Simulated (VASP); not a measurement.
# Sn3Te in VASP: further runs, part 2 of 2

VASP 6.6.1.

### Step 5. Single point, PBEsol

This run uses another cell than the first one, of 21.68 Å³/atom.

INCAR

```
  PREC = Accurate
  ENCUT = 520
  EDIFF = 1E-7
  ISMEAR = -1
  SIGMA = 0.05
  LREAL = False
  LASPH = True
  NELM = 60
  ALGO = Normal
  ISIF = 2
  LWAVE = False
  LCHARG = True
  GGA = PS
  LELF = True
  LVHAR = True
  NBANDS = 32
```

KPOINTS

```
regular mesh
0
Gamma
  6 6 6
```

POSCAR

```
Sn3Te
1.0
    4.4261856691      0.0000000000      0.0000000000
    0.0000000000      4.4261856691      0.0000000000
    0.0000000000      0.0000000000      4.4261856691
Te Sn
1 3
Direct
    0.0000000000      0.0000000000      0.0000000000
    0.0000000000      0.5000000000      0.5000000000
    0.5000000000      0.0000000000      0.5000000000
    0.5000000000      0.5000000000      0.0000000000
```

Potentials or basis: VASP PAW PBE potentials, release 64 (Te, Sn_d).

Run with:

```
$ cat potpaw_PBE.64/Te/POTCAR potpaw_PBE.64/Sn_d/POTCAR > POTCAR
$ mpirun -np 1 vasp_std > vasp.out
```

OUTCAR:

```text
PREC = Accurate
   ENCUT = 520
   EDIFF = 1E-7
   ISMEAR = -1
   LREAL = False
   LASPH = True
   NELM = 60
   ISIF = 2
   GGA = PS

 ion  position               nearest neighbor table
   1  0.000  0.000  0.000-   2 3.13   3 3.13   4 3.13   2 3.13   3 3.13   2 3.13   4 3.13   2 3.13
                             3 3.13   4 3.13   3 3.13   4 3.13
   2  0.000  0.500  0.500-   1 3.13   3 3.13   4 3.13   1 3.13   4 3.13   1 3.13   3 3.13   1 3.13
                             3 3.13   4 3.13   4 3.13   3 3.13
   3  0.500  0.000  0.500-   1 3.13   2 3.13   4 3.13   1 3.13   4 3.13   2 3.13   4 3.13   4 3.13
                             1 3.13   2 3.13   1 3.13   2 3.13
   4  0.500  0.500  0.000-   1 3.13   2 3.13   3 3.13   2 3.13   3 3.13   1 3.13   3 3.13   3 3.13
                             1 3.13   2 3.13   2 3.13   1 3.13

  LATTYP: Found a simple cubic cell.
 ALAT       =     4.4261856691

  Lattice vectors:

 A1 = (   4.4261856691,   0.0000000000,   0.0000000000)
 A2 = (   0.0000000000,   4.4261856691,   0.0000000000)
 A3 = (   0.0000000000,   0.0000000000,   4.4261856691)

Analysis of symmetry for initial positions (statically):
=====================================================================
 Subroutine PRICEL returns:
 Original cell was already a primitive cell.

 Routine SETGRP: Setting up the symmetry group for a
 simple cubic supercell.

 Subroutine GETGRP returns: Found 48 space group operations
 (whereof 48 operations were pure point group operations)
 out of a pool of 48 trial point group operations.

The static configuration has the point symmetry O_h .

Analysis of symmetry for dynamics (positions and initial velocities):
=====================================================================
 Subroutine PRICEL returns:
 Original cell was already a primitive cell.

 Routine SETGRP: Setting up the symmetry group for a
 simple cubic supercell.

 Subroutine GETGRP returns: Found 48 space group operations
[... 119 lines left out ...]
   IALGO  =     38    algorithm
   IMIX   =      4    mixing-type and parameters
     AMIX     =   0.40;   BMIX     =  1.00
     AMIX_MAG =   1.60;   BMIX_MAG =  1.00
  volume/ion in A,a.u.               =      21.68       146.29
  Fermi-wavevector in a.u.,A,eV,Ry     =   1.344185  2.540141 24.583449  1.806833
  Thomas-Fermi vector in A             =   2.472199
   LORBIT       =      0    0 simple, 1 ext, 2 COOP (PROOUT), +10 PAW based schemes
   GGA     = PS    functional components
   LHFCALC =     F    Hartree Fock is set to
   AEXX    =    0.0000 exact exchange contribution
   IVDW    =     0    specifies the selected vdW correction
   LEPSILON=     F    determine dielectric tensor
   LRPA    =     F    only Hartree local field effects (RPA)
 non-spin polarized calculation
  energy-cutoff  :      520.00
  volume of cell :       86.71
 maximum number of plane-waves:      2360
 NGX is ok and might be reduce to    36
   NGX = 17   NGY = 17   NGZ = 17

 number of electron      47.9999973 magnetization

 Free energy of the ion-electron system (eV)
  ---------------------------------------------------
  ext. energy  EPLUGINS =         0.00000000
  ---------------------------------------------------
  free energy    TOTEN  =       -14.98243910 eV

  energy without entropy =      -14.95404095  energy(sigma->0) =      -14.96824002

 E-fermi :  11.2984     XC(G=0): -11.5619

 val. band max:       11.2410970500   @ k =   0.1667   0.0000   0.0000
 cond. band min:      11.3008919516   @ k =   0.5000   0.1667   0.0000
 fundamental gap:      0.0597949016
 Fermi energy:        11.2983655325

 k-point     1 :       0.0000    0.0000    0.0000
  band No.  band energies     occupation
      1     -10.4698      2.00000
      2     -10.4698      2.00000
      3     -10.4698      2.00000
      4     -10.4339      2.00000
      5     -10.3516      2.00000
      6     -10.3516      2.00000
[... 689 lines left out ...]
     31      18.5022      0.00000
     32      21.0538      0.00000

------------------------ aborting loop because EDIFF is reached ----------------------------------------

  FORCE on cell =-STRESS in cart. coord.  units (eV):
  Direction    XX          YY          ZZ          XY          YZ          ZX
  --------------------------------------------------------------------------------------
  -------------------------------------------------------------------------------------
  Total       10.8233209     10.8233209     10.8233209     -0.0000000      0.0000000     -0.0000000
  in kB      199.9780061    199.9780061    199.9780061     -0.0000000      0.0000000     -0.0000000
  external PRESSURE =     199.9780061 kB  Pullay stress =       0.0000000 kB

 VOLUME and BASIS-vectors are now :
 -----------------------------------------------------------------------------
  energy-cutoff  :      520.00
  volume of cell :       86.71
      direct lattice vectors                 reciprocal lattice vectors
     4.426185669  0.000000000  0.000000000     0.225928164  0.000000000  0.000000000
     0.000000000  4.426185669  0.000000000     0.000000000  0.225928164  0.000000000
     0.000000000  0.000000000  4.426185669     0.000000000  0.000000000  0.225928164

 POSITION                                       TOTAL-FORCE (eV/Angst)
 -----------------------------------------------------------------------------------
      0.00000      0.00000      0.00000         0.000000      0.000000      0.000000
      0.00000      2.21309      2.21309         0.000000      0.000000      0.000000
      2.21309      0.00000      2.21309         0.000000      0.000000      0.000000
      2.21309      2.21309      0.00000         0.000000      0.000000      0.000000
 -----------------------------------------------------------------------------------
    total drift:                                0.000000      0.000000      0.000000

  FREE ENERGIE OF THE ION-ELECTRON SYSTEM (eV)
  ---------------------------------------------------
  free  energy   TOTEN  =       -14.9824390981 eV

  energy  without entropy=      -14.9540409459  energy(sigma->0) =      -14.96824002
```

stdout:

```text
POSCAR found type information on POSCAR TeSn
 POSCAR found :  2 types and       4 ions
 scaLAPACK will be used
 -----------------------------------------------------------------------------
|                                                                             |
|                                                                             |
|     You enforced a specific xc type in the INCAR file but a different       |
|     I HOPE YOU KNOW WHAT YOU ARE DOING!                                     |
|                                                                             |
 -----------------------------------------------------------------------------

 LDA part: xc-table for (Slater+PW92), standard interpolation
 POSCAR, INCAR and KPOINTS ok, starting setup
 FFT: planning ... GRIDC
 FFT: planning ... GRID_SOFT
 FFT: planning ... GRID
 WAVECAR not read
 entering main loop
```

Wall time 23 s (1 thread of Intel Xeon 6975P-C (Granite Rapids), shared host); peak memory 0.22 GiB.

Results:

```yaml
Free_energy: -14.9824 eV
Pressure: 20.0 GPa
Band_gap_on_the_k_mesh: zero (bands 24 and 25 overlap by 5.28 eV)
```

Caveat: the cell stands under pressure; the PAW data sets were made with another functional, which shifts forces and pressure a little; spin-orbit coupling is left out, which moves the levels of the heavy elements.

### Step 6. Single point, PBEsol

This run uses another cell than the first one, of 23.71 Å³/atom.

INCAR

```
PREC = Accurate
ENCUT = 520
EDIFF = 1E-6
ISMEAR = -1
SIGMA = 0.05
LREAL = False
LASPH = True
NELM = 60
ALGO = Normal
ISIF = 2
LWAVE = False
LCHARG = False
GGA = PS
NBANDS = 32
```

KPOINTS

```
Automatic mesh
0
Gamma
  6 6 6
```

POSCAR

```
Sn3Te
1.0
    4.5601461429      0.0000000000      0.0000000000
    0.0000000000      4.5601461429      0.0000000000
    0.0000000000      0.0000000000      4.5601461429
Te Sn
1 3
Direct
    0.0000000000      0.0000000000      0.0000000000
    0.0000000000      0.5000000000      0.5000000000
    0.5000000000      0.0000000000      0.5000000000
    0.5000000000      0.5000000000      0.0000000000
```

Potentials or basis: VASP PAW PBE potentials, release 64 (Te, Sn_d).

Run with:

```
$ cat potpaw_PBE.64/Te/POTCAR potpaw_PBE.64/Sn_d/POTCAR > POTCAR
$ mpirun -np 1 vasp_std > vasp.out
```

Wall time 20 s (1 thread of Intel Xeon 6975P-C (Granite Rapids), shared host); peak memory 0.22 GiB.

The run converged. Its results:

- Free energy: -15.7272 eV
- Pressure: 10.0 GPa
- Band gap on the k mesh: zero (bands 24 and 25 overlap by 4.56 eV)

Levels at points of the mesh, in eV from the Fermi level:
```csv
k point,band 20,band 21,band 22,band 23,band 24,band 25,band 26,band 27,band 28,band 29
"(0.00, 0.00, 0.00)",-5.15,-4.88,-4.88,0.51,0.51,0.51,2.13,2.13,2.13,4.91
"(0.50, 0.00, 0.00)",-3.75,-3.75,-2.28,-2.28,-1.79,-0.82,2.79,2.87,2.87,3.18
"(0.50, 0.50, 0.00)",-2.68,-2.15,-1.77,-1.77,-0.54,-0.37,-0.37,-0.05,4.31,4.31
"(0.50, 0.50, 0.50)",-6.37,-6.37,-6.37,-5.38,3.74,3.74,3.74,6.49,6.49,6.49
```

Caveat: the cell stands under pressure; the PAW data sets were made with another functional, which shifts forces and pressure a little; spin-orbit coupling is left out, which moves the levels of the heavy elements.

### Step 7. Overview

```csv
spin,cell,gap on the mesh (eV),pressure (GPa)
off,"a = 4.866 Å, 4 atoms, atomic positions A",none,-2.3
"non-collinear, zero start, SOC","a = 4.866 Å, 4 atoms, atomic positions B",-,-2.3
off,"a = 4.330 Å, 4 atoms, atomic positions B",none,30.0
off,"a = 4.426 Å, 4 atoms, atomic positions B",none,20.0
off,"a = 4.560 Å, 4 atoms, atomic positions B",none,10.0
```

Alike in all rows: task single point; level PBEsol; potentials or basis VASP PAW PBE potentials, release 64 (Te, Sn_d); k mesh 6 × 6 × 6; cutoff (eV) 520; smearing fermi-dirac 0.05 eV.

Caveats: the PAW data sets were made with another functional, which shifts forces and pressure a little; spin-orbit coupling is left out, which moves the levels of the heavy elements (at least some runs); the cell stands under pressure (at least some runs).

Absolute energies hang on the potentials; compare differences alone.
